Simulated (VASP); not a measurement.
A run of VASP 6.6.1 is set up as follows.

The input INCAR:

```
PREC = Accurate
ENCUT = 520
EDIFF = 1E-6
ISMEAR = 0
SIGMA = 0.1
LREAL = False
LASPH = True
NELM = 60
ALGO = Normal
ISIF = 2
LWAVE = False
LCHARG = True
LDIPOL = True
IDIPOL = 3
DIPOL = 0.5 0.5 0.496
GGA = PS
LELF = True
LVHAR = True
LVACPOTAV = True
NBANDS = 48
```

The input KPOINTS:

```
Automatic mesh
0
Gamma
  19 19 1
```

File POSCAR:

```
Cu
1.0
    2.5561910100      0.0000000000      0.0000000000
    0.0000000000      2.5561910100      0.0000000000
    0.0000000000      0.0000000000     27.8450000288
Cu
7
Direct
    0.5000000000      0.5000000000      0.3052612674
    0.0000000000      0.0000000000      0.3701741817
    0.5000000000      0.5000000000      0.4350870857
    0.0000000000      0.0000000000      0.4976385001
    0.5000000000      0.5000000000      0.5603034545
    0.0000000000      0.0000000000      0.6231968687
    0.5000000000      0.5000000000      0.6835136829
```

Potentials or basis: VASP PAW PBE potentials, release 64 (Cu).

Run with:

```sh
$ cat potpaw_PBE.64/Cu/POTCAR > POTCAR
$ mpirun -np 1 vasp_std > vasp.out
```

**Question.** Estimate the band gap on the k mesh.

**Answer.** Zero (an odd number of electrons rules out a gap without spin polarisation).

**Question.** Estimate the largest force.

**Answer.** 0.432 eV/Å.

Forces on the atoms (eV/Å):
```
Cu   0.000  0.000  0.432
Cu   0.000  0.000 -0.237
Cu   0.000  0.000 -0.241
Cu   0.000  0.000  0.003
Cu   0.000  0.000 -0.019
Cu   0.000  0.000 -0.036
Cu   0.000  0.000  0.099
```

Caveat: the PAW data sets were made with another functional, which shifts forces and pressure a little.
